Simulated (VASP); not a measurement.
Runs of VASP 6.6.1 on CsBa3. The structure is that of space group Fm-3m (No. 225), or close to it. The cells are those of the table. 

```csv
task,cell,cutoff (eV),gap on the mesh (eV),pressure (GPa)
relaxation of cell and atoms,"relaxed to 5 GPa from a = 7.384 Å, angles 60.0°, 4 atoms",600,none,5.0
single point,"a = 5.125 Å, angles 60.0°, 4 atoms",520,none,35.6
single point,"a = 5.758 Å, angles 60.0°, 4 atoms",520,none,(a)
relaxation of cell and atoms,"relaxed to 2 GPa from a = 7.384 Å, angles 60.0°, 4 atoms",600,none,2.0
single point,"a = 5.327 Å, angles 60.0°, 4 atoms",520,none,23.5
single point,"a = 6.629 Å, angles 60.0°, 4 atoms",520,none,2.1
single point,"a = 6.125 Å, angles 60.0°, 4 atoms",520,none,5.4
single point,"a = 7.158 Å, angles 60.0°, 4 atoms",520,none,(b)
relaxation of cell and atoms,"relaxed from a = 7.384 Å, angles 60.0°, 4 atoms",600,none,0.0
```

Alike in all rows: level PBEsol; potentials or basis VASP PAW PBE potentials, release 64 (Ba_sv, Cs_sv); no spin polarisation; k mesh 5 × 5 × 5; smearing fermi-dirac 0.05 eV.

Task: Fill in the values left out.

Result: (a) 11.1; (b) 0.1.

Caveats: the PAW data sets were made with another functional, which shifts forces and pressure a little; spin-orbit coupling is left out, which moves the levels of the heavy elements; the cell stands under pressure (at least some runs); the cell is relaxed towards a set pressure, so the run minimises the enthalpy, not the energy (at least some runs).

A k mesh can miss the band edges, and the runs leave out spin-orbit coupling on Ba, Cs.

A gap of «none» marks levels without a gap at the run's occupations.
